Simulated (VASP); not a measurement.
A run of VASP 6.6.1 is set up as follows.

Contents of INCAR:

```
SYSTEM = CuO
ALGO     = Normal         ! electronic algorithm
EDIFF    = 1E-6           ! SCF threshold, eV
ENCUT    = 820            ! plane-wave cutoff, eV
GGA      = PE             ! functional
GGA_COMPAT= .FALSE.      
ISIF     = 2              ! what is computed and relaxed
ISMEAR   = 0              ! smearing method
LASPH    = .TRUE.         ! aspherical terms in the spheres
LCHARG   = .TRUE.         ! write CHGCAR
LELF     = .TRUE.         ! ELF
LREAL    = .FALSE.        ! projectors in reciprocal space
LVHAR    = .TRUE.       
LWAVE    = .FALSE.        ! write WAVECAR
NBANDS   = 33             ! bands
NELM     = 120            ! most SCF steps
PREC     = Accurate       ! precision mode
SIGMA    = 0.014          ! smearing width, eV
```

File KPOINTS:

```
k-points
0
G
  10 10 5
  0 0 0
```

POSCAR

```
CuO
1.0
    2.3418500000     -1.7113000000      0.0000000000
    2.3418500000      1.7113000000      0.0000000000
   -0.8500274268      0.0000000000      5.0578693947
Cu O
2 2
Direct
    0.5000000000      0.0000000000      0.5000000000
    0.0000000000      0.5000000000      0.0000000000
    0.4184000000      0.5816000000      0.7500000000
    0.5816000000      0.4184000000      0.2500000000
```

Potentials or basis: VASP PAW PBE potentials, release 64 (Cu_sv_GW, O).

The run is started by

```bash
$ cat potpaw_PBE.64/Cu_sv_GW/POTCAR potpaw_PBE.64/O/POTCAR > POTCAR
$ mpirun -np 1 vasp_std > vasp.out
```

Task: Estimate the largest force.

Result: 0.255 eV/Å.

Task: What does it give for the pressure?

Result: 4.8 GPa.

Task: Estimate the band gap on the k mesh.

Result: Zero (bands 25 and 26 overlap by 0.60 eV).

Forces in eV/Å, atoms in the order of the input:
```
Cu   0.000  0.000  0.000
Cu   0.000  0.000  0.000
O    0.000 -0.255  0.000
O    0.000  0.255  0.000
```

Caveat: the cell stands under pressure; semilocal functionals often make such compounds metallic where correlation or magnetic order opens a gap, which also shifts bond lengths. With open d or f shells a metallic result of PBE can be an artefact of self-interaction; +U or a hybrid may open a gap.
